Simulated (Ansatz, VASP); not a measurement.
# One calculation of MgO, two programs

```
Mg O
1.0
     3.28777    0.00000    0.00000
    -1.64388    2.84729    0.00000
     0.00000    0.00000    5.07904
Mg O
2 2
Direct
  0.33631 0.67263 0.00632
  0.66965 0.33929 0.50632
  0.32881 0.65761 0.39828
  0.66214 0.32428 0.89828
```

Change from the starting cell: mode 11 frozen in at -0.026 Å, equal normal strain along x, y and z -0.0083.

Alike in both runs: task single point; functional PBE; k mesh 9 × 9 × 6; occupations gaussian, width 0.05 eV; no spin polarisation.

|  | VASP | Ansatz |
| --- | --- | --- |
| version | VASP 6.6.1 | Ansatz 0.2.0 |
| potentials or method | VASP PAW PBE potentials, release 64 (Mg, O), cutoff 520 eV | scalar-relativistic, plane waves, PAW |
| valence electrons in the cell | 16 | 32 |

VASP gave:

- gap on the k mesh at the Fermi level (eV): 3.52
- least direct gap on the mesh (eV): 3.52
- pressure (GPa): 2.7
- traceless stress, the component that is largest in VASP (GPa): -1.20
- rms of the force components (eV/Å): 0.243

Problem. Estimate Ansatz's values.

Solution. gap on the k mesh at the Fermi level (eV): 3.54; least direct gap on the mesh (eV): 3.54; pressure (GPa): 3.2; traceless stress, the component that is largest in VASP (GPa): -1.18; rms of the force components (eV/Å): 0.240.

Atom by atom the forces differ by 0.003 eV/Å (rms over components). VASP's potentials hold 16 valence electrons a cell and Ansatz's 32, so a difference there can come from the potentials and not from the codes.
